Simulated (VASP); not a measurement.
# F (Cmce) in VASP: single point with PBEsol

Aim: the single point of F with PBEsol.

Everything below comes from runs of VASP 6.6.1. Logs are shortened: lines on timing, memory, paths and dates and some standing lists are left out, and cuts for length are marked.

### 1 The cell of the first run

It takes space group Cmce (No. 64, orthorhombic). Conventional cell: a = 7.080 Å, b = 4.184 Å, c = 6.376 Å, α = 90.00°, β = 90.00°, γ = 90.00°. F (site symmetry m) has 1 F at 1.43 Å within 1.9 Å.

### 2 Single point, PBEsol

Input file INCAR:

```
SYSTEM = F
  PREC = Accurate
  ENCUT = 1350
  EDIFF = 1E-6
  ISMEAR = 0
  SIGMA = 0.05
  LREAL = .False.
  LASPH = .True.
  NELM = 120
  ALGO = Normal
  ISIF = 2
  LWAVE = .False.
  LCHARG = .False.
  GGA = PS
  NBANDS = 22
  GGA_COMPAT = .False.
```

Input file KPOINTS:

```
Automatic mesh
0
Gamma
  6 6 4
  0 0 0
```

Input file POSCAR:

```
F
1.0
    3.5401180000     -2.0919010000      0.0000000000
    3.5401180000      2.0919010000      0.0000000000
    0.0000000000      0.0000000000      6.3757260000
F
4
Direct
    0.9125420000      0.0874580000      0.0960130000
    0.5874580000      0.4125420000      0.5960130000
    0.4125420000      0.5874580000      0.4039870000
    0.0874580000      0.9125420000      0.9039870000
```

Potentials or basis: VASP PAW PBE potentials, release 64 (F_h).

Command:

```sh
cat potpaw_PBE.64/F_h/POTCAR > POTCAR
mpirun -np 1 vasp_std > vasp.out
```

OUTCAR:

```text
SYSTEM = F
   PREC = Accurate
   ENCUT = 1350
   EDIFF = 1E-6
   ISMEAR = 0
   LREAL = .False.
   LASPH = .True.
   NELM = 120
   ISIF = 2
   GGA = PS

 ion  position               nearest neighbor table
   1  0.913  0.087  0.096-   4 1.43
   2  0.587  0.413  0.596-   3 1.43
   3  0.413  0.587  0.404-   2 1.43
   4  0.087  0.913  0.904-   1 1.43

  LATTYP: Found a base centered orthorhombic cell.
 ALAT       =     4.1838020000
 B/A-ratio  =     1.6922971020
 C/A-ratio  =     1.5239072021

  Lattice vectors:

 A1 = (  -3.5401180000,  -2.0919010000,   0.0000000000)
 A2 = (   3.5401180000,  -2.0919010000,   0.0000000000)
 A3 = (   0.0000000000,   0.0000000000,   6.3757260000)

Analysis of symmetry for initial positions (statically):
=====================================================================
 Subroutine PRICEL returns:
 Original cell was already a primitive cell.

 Routine SETGRP: Setting up the symmetry group for a
 base centered orthorhombic supercell.

 Subroutine GETGRP returns: Found  8 space group operations
 (whereof  4 operations were pure point group operations)
 out of a pool of  8 trial point group operations.

The static configuration has the point symmetry C_2h.
 The point group associated with its full space group is D_2h.

Analysis of symmetry for dynamics (positions and initial velocities):
=====================================================================
 Subroutine PRICEL returns:
 Original cell was already a primitive cell.

 Routine SETGRP: Setting up the symmetry group for a
 base centered orthorhombic supercell.

 Subroutine GETGRP returns: Found  8 space group operations
 (whereof  4 operations were pure point group operations)
 out of a pool of  8 trial point group operations.

The dynamic configuration has the point symmetry C_2h.
 The point group associated with its full space group is D_2h.

 Subroutine INISYM returns: Found  8 space group operations
 (whereof  4 operations are pure point group operations),
 and found     1 'primitive' translations

----------------------------------------------------------------------------------------

                                     Primitive cell

  volume of cell :      94.4319

  direct lattice vectors                    reciprocal lattice vectors
     3.540118000 -2.091901000  0.000000000     0.141238230 -0.239017047  0.000000000
     3.540118000  2.091901000  0.000000000     0.141238230  0.239017047  0.000000000
     0.000000000  0.000000000  6.375726000     0.000000000  0.000000000  0.156844883

  length of vectors
     4.111992856  4.111992856  6.375726000     0.277628144  0.277628144  0.156844883

  position of ions in fractional coordinates (direct lattice)
     0.912542000  0.087458000  0.096013000
     0.587458000  0.412542000  0.596013000
     0.412542000  0.587458000  0.403987000
     0.087458000  0.912542000  0.903987000

  ion indices of the primitive-cell ions
   primitive index   ion index
                 1           1
                 2           2
                 3           3
                 4           4

----------------------------------------------------------------------------------------

 KPOINTS: Automatic mesh

Automatic generation of k-mesh.
 Grid dimensions read from file:
 generate k-points for:    6    6    4

 Generating k-lattice:

  Cartesian coordinates                     Fractional coordinates (reciprocal lattice)
     0.023539705 -0.039836175  0.000000000     0.166666667  0.000000000  0.000000000
     0.023539705  0.039836175  0.000000000     0.000000000  0.166666667  0.000000000
     0.000000000  0.000000000  0.039211221     0.000000000  0.000000000  0.250000000

  Length of vectors
     0.046271357  0.046271357  0.039211221

  Shift w.r.t. Gamma in fractional coordinates (k-lattice)
     0.000000000  0.000000000  0.000000000

 Subroutine IBZKPT returns following result:
 ===========================================

 Found     39 irreducible k-points:

 Following reciprocal coordinates:
            Coordinates               Weight
  0.000000  0.000000  0.000000      1.000000
  0.166667 -0.000000  0.000000      4.000000
  0.333333  0.000000  0.000000      4.000000
  0.500000 -0.000000  0.000000      2.000000
  0.166667  0.166667  0.000000      2.000000
  0.333333  0.166667  0.000000      4.000000
[... 16 lines left out ...]
  0.333333  0.333333  0.250000      4.000000
  0.500000  0.333333  0.250000      8.000000
 [... further k-points ...]
   k-points           NKPTS =     39   k-points in BZ     NKDIM =     39   number of bands    NBANDS=     22
   number of dos      NEDOS =    301   number of ions     NIONS =      4
   total plane-waves  NPLWV = 200000
   dimension x,y,z NGX =    50 NGY =   50 NGZ =   80
   dimension x,y,z NGXF=   100 NGYF=  100 NGZF=  160
   ions per type =               4
   NGX,Y,Z   is equivalent  to a cutoff of  20.21, 20.21, 20.86 a.u.
   NGXF,Y,Z  is equivalent  to a cutoff of  40.43, 40.43, 41.72 a.u.
 SYSTEM =  F
   PREC   = accura    normal or accurate (medium, high low for compatibility)
   ISTART =      0    job   : 0-new  1-cont  2-samecut
   ICHARG =      2    charge: 1-file 2-atom 10-const
   ISPIN  =      1    spin polarized calculation?
   LNONCOLLINEAR =      F non collinear calculations
   LSORBIT =      F    spin-orbit coupling
   LASPH  =      T    aspherical Exc in radial PAW
   ENCUT  = 1350.0 eV  99.22 Ry    9.96 a.u.  12.32 12.32 19.10*2*pi/ulx,y,z
   NELM   =    120;   NELMIN=  2; NELMDL= -5     # of ELM steps
   EDIFF  = 0.1E-05   stopping-criterion for ELM
   LREAL  =      F    real-space projection
   EDIFFG = 0.1E-04   stopping-criterion for IOM
   NSW    =      0    number of steps for IOM
   IBRION =     -1    ionic relax: 0-MD 1-quasi-New 2-CG
   NFREE  =      0    steps in history (QN), initial steepest desc. (CG)
   ISIF   =      2    stress and relaxation
   ISYM   =      2    0-nonsym 1-usesym 2-fastsym
   POTIM  = 0.5000    time-step for ionic-motion
   TEBEG  =    0.0;   TEEND  =   0.0 temperature during run
   PSTRESS=    0.0 pullay stress
   NELECT =      28.0000    total number of electrons
   NUPDOWN=      -1.0000    fix difference up-down
   EMIN   =  10.00;   EMAX   =-10.00  energy-range for DOS
   EFERMI =   0.00;   METHOD = LEGACY
   ISMEAR =     0;   SIGMA  =   0.05  broadening in eV -4-tet -1-fermi 0-gaus
   EFERMI_NEDOS =   21; number of points for ismear=-14 and -15
   IALGO  =     38    algorithm
   IMIX   =      4    mixing-type and parameters
     AMIX     =   0.40;   BMIX     =  1.00
     AMIX_MAG =   1.60;   BMIX_MAG =  1.00
  volume/ion in A,a.u.               =      23.61       159.31
  Fermi-wavevector in a.u.,A,eV,Ry     =   1.091662  2.062941 16.214402  1.191725
  Thomas-Fermi vector in A             =   2.227911
   LORBIT       =      0    0 simple, 1 ext, 2 COOP (PROOUT), +10 PAW based schemes
   GGA     = PS    functional components
   LHFCALC =     F    Hartree Fock is set to
   AEXX    =    0.0000 exact exchange contribution
   IVDW    =     0    specifies the selected vdW correction
   LEPSILON=     F    determine dielectric tensor
   LRPA    =     F    only Hartree local field effects (RPA)
 non-spin polarized calculation
 Gauss-broadening in eV      SIGMA  =   0.05
  energy-cutoff  :     1350.00
  volume of cell :       94.43
 maximum number of plane-waves:     10682
 NGX is ok and might be reduce to    50
   NGX = 25   NGY = 25   NGZ = 39

 number of electron      27.9999998 magnetization

 Free energy of the ion-electron system (eV)
  ---------------------------------------------------
  ext. energy  EPLUGINS =         0.00000000
  ---------------------------------------------------
  free energy    TOTEN  =        -7.93600962 eV

  energy without entropy =       -7.93600962  energy(sigma->0) =       -7.93600962

 E-fermi :  -5.8999     XC(G=0):  -5.9253

 val. band max:       -6.2369950959   @ k =   0.5000   0.5000   0.0000
 cond. band min:      -3.1469064762   @ k =   0.0000   0.0000   0.0000
 fundamental gap:      3.0900886197
 Fermi energy:        -5.8999119505

 k-point     1 :       0.0000    0.0000    0.0000
  band No.  band energies     occupation
      1     -30.7402      2.00000
      2     -30.6581      2.00000
      3     -24.6733      2.00000
      4     -24.4919      2.00000
      5     -12.4897      2.00000
      6     -12.1826      2.00000
[... 14 lines left out ...]
     21      11.8865      0.00000
     22      12.0050      0.00000

 k-point     2 :       0.1667   -0.0000    0.0000
  band No.  band energies     occupation
      1     -30.7327      2.00000
      2     -30.6615      2.00000
      3     -24.6624      2.00000
      4     -24.5054      2.00000
      5     -12.4755      2.00000
      6     -12.2068      2.00000
[... 14 lines left out ...]
     21      10.9498      0.00000
     22      11.8850      0.00000

 k-point     3 :       0.3333    0.0000    0.0000
  band No.  band energies     occupation
      1     -30.7137      2.00000
      2     -30.6725      2.00000
      3     -24.6318      2.00000
      4     -24.5413      2.00000
      5     -12.4305      2.00000
      6     -12.2722      2.00000
[... 14 lines left out ...]
     21       9.4806      0.00000
     22       9.8787      0.00000

 k-point     4 :       0.5000   -0.0000    0.0000
  band No.  band energies     occupation
      1     -30.6911      2.00000
      2     -30.6911      2.00000
      3     -24.5879      2.00000
      4     -24.5879      2.00000
      5     -12.3567      2.00000
      6     -12.3567      2.00000
[... 14 lines left out ...]
     21       8.2626      0.00000
     22       8.2626      0.00000

 k-point     5 :       0.1667    0.1667    0.0000
  band No.  band energies     occupation
      1     -30.7380      2.00000
      2     -30.6569      2.00000
      3     -24.6714      2.00000
      4     -24.4928      2.00000
      5     -12.4839      2.00000
      6     -12.1854      2.00000
[... 14 lines left out ...]
     21      10.6935      0.00000
     22      10.9794      0.00000

 k-point     6 :       0.3333    0.1667    0.0000
  band No.  band energies     occupation
      1     -30.7293      2.00000
      2     -30.6599      2.00000
      3     -24.6592      2.00000
      4     -24.5070      2.00000
      5     -12.4652      2.00000
      6     -12.2122      2.00000
[... 14 lines left out ...]
     21       8.7634      0.00000
     22      10.8895      0.00000

 k-point     7 :       0.5000    0.1667    0.0000
  band No.  band energies     occupation
      1     -30.7109      2.00000
      2     -30.6719      2.00000
      3     -24.6284      2.00000
      4     -24.5435      2.00000
      5     -12.4191      2.00000
      6     -12.2803      2.00000
[... 324 lines left out ...]
      6     -12.2930      2.00000
[... 14 lines left out ...]
     21       8.9642      0.00000
     22       9.5973      0.00000

 k-point    21 :      -0.3333    0.1667    0.2500
  band No.  band energies     occupation
      1     -30.6917      2.00000
      2     -30.6904      2.00000
      3     -24.5897      2.00000
      4     -24.5863      2.00000
      5     -12.3517      2.00000
      6     -12.3394      2.00000
[... 14 lines left out ...]
     21       8.6916      0.00000
     22      10.0366      0.00000

 k-point    22 :      -0.1667    0.1667    0.2500
  band No.  band energies     occupation
      1     -30.7089      2.00000
      2     -30.6791      2.00000
      3     -24.6199      2.00000
      4     -24.5540      2.00000
      5     -12.4053      2.00000
      6     -12.2853      2.00000
[... 14 lines left out ...]
     21       9.3054      0.00000
     22      10.6255      0.00000

 k-point    23 :       0.3333    0.3333    0.2500
  band No.  band energies     occupation
      1     -30.7222      2.00000
      2     -30.6664      2.00000
      3     -24.6421      2.00000
      4     -24.5198      2.00000
      5     -12.4353      2.00000
      6     -12.2373      2.00000
[... 14 lines left out ...]
     21       9.2899      0.00000
     22      10.8062      0.00000

 k-point    24 :       0.5000    0.3333    0.2500
  band No.  band energies     occupation
      1     -30.7161      2.00000
      2     -30.6684      2.00000
      3     -24.6343      2.00000
      4     -24.5302      2.00000
      5     -12.4212      2.00000
      6     -12.2531      2.00000
[... 14 lines left out ...]
     21       9.2355      0.00000
     22       9.5423      0.00000

 [... further k-points ...]

------------------------ aborting loop because EDIFF is reached ----------------------------------------

  FORCE on cell =-STRESS in cart. coord.  units (eV):
  Direction    XX          YY          ZZ          XY          YZ          ZX
  --------------------------------------------------------------------------------------
  -------------------------------------------------------------------------------------
  Total       -0.2775226     -0.9615917     -1.9661872      0.0000000     -0.0000000      0.0000000
  in kB       -4.7085857    -16.3148394    -33.3593010      0.0000000     -0.0000000      0.0000000
  external PRESSURE =     -18.1275754 kB  Pullay stress =       0.0000000 kB

 VOLUME and BASIS-vectors are now :
 -----------------------------------------------------------------------------
  energy-cutoff  :     1350.00
  volume of cell :       94.43
      direct lattice vectors                 reciprocal lattice vectors
     3.540118000 -2.091901000  0.000000000     0.141238230 -0.239017047  0.000000000
     3.540118000  2.091901000  0.000000000     0.141238230  0.239017047  0.000000000
     0.000000000  0.000000000  6.375726000     0.000000000  0.000000000  0.156844883

 POSITION                                       TOTAL-FORCE (eV/Angst)
 -----------------------------------------------------------------------------------
      3.54012     -1.72599      0.61215         0.000000     -0.426758     -0.717301
      3.54012     -0.36591      3.80002         0.000000      0.426758     -0.717301
      3.54012      0.36591      2.57571         0.000000     -0.426758      0.717301
      3.54012      1.72599      5.76357         0.000000      0.426758      0.717301
 -----------------------------------------------------------------------------------
    total drift:                                0.000000      0.000000     -0.000000

  FREE ENERGIE OF THE ION-ELECTRON SYSTEM (eV)
  ---------------------------------------------------
  free  energy   TOTEN  =        -7.9360096241 eV

  energy  without entropy=       -7.9360096241  energy(sigma->0) =       -7.93600962
```

Wall time 3.3 min (1 thread of AMD EPYC 7R13 (Zen 3), shared host); peak memory 0.57 GiB.

Results:

```yaml
Free_energy: -7.9360 eV
Pressure: -1.8 GPa
Largest_force: 0.835 eV/Å
Band_gap_on_the_k_mesh: 3.09 eV
```

Forces in eV/Å, atoms in the order of the input:
```
F    0.000 -0.427 -0.717
F    0.000  0.427 -0.717
F    0.000 -0.427  0.717
F    0.000  0.427  0.717
```

Caveat: the PAW data sets were made with another functional, which shifts forces and pressure a little. A k mesh can miss the band edges.
